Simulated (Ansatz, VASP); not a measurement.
Two plane-wave programs on Cd3F

```
CELL_PARAMETERS angstrom
5.30820 0.00000 0.00000
0.00000 5.30820 0.00000
0.00000 0.00000 5.30820
ATOMIC_POSITIONS crystal
Cd 0.25000 0.00000 0.50000
Cd 0.75000 0.00000 0.50000
Cd 0.00000 0.50000 0.25000
Cd 0.00000 0.50000 0.75000
Cd 0.50000 0.75000 0.00000
Cd 0.50000 0.25000 0.00000
F 0.00000 0.00000 0.00000
F 0.50000 0.50000 0.50000
```

Change from the starting cell: species swapped into the Mo3Os type (Pm-3n, No. 223).

Alike in both runs: task relaxation of cell and atoms; functional PBE; k mesh 4 × 4 × 4; occupations gaussian, width 0.1 eV; no spin polarisation.

```csv
,VASP,Ansatz
version,VASP 6.6.1,Ansatz 0.2.0
potentials or method,"VASP PAW PBE potentials, release 64 (Cd, F), cutoff 600 eV","scalar-relativistic, plane waves, PAW"
valence electrons in the cell,86,134
```

Ansatz gave:

* gap on the k mesh at the Fermi level, each at its own relaxed structure (eV): none
* relaxed volume (Å³/atom): 20.70
* relaxed length of the cell vector where the two differ most in proportion (Å): 5.492

Q: Which values does VASP return?

A: gap on the k mesh at the Fermi level, each at its own relaxed structure (eV): none; relaxed volume (Å³/atom): 20.63; relaxed length of the cell vector where the two differ most in proportion (Å): 5.485.

A gap of «none» marks a metal or a gap that the smearing closes. VASP's potentials hold 86 valence electrons a cell and Ansatz's 134, so a difference there can come from the potentials and not from the codes.
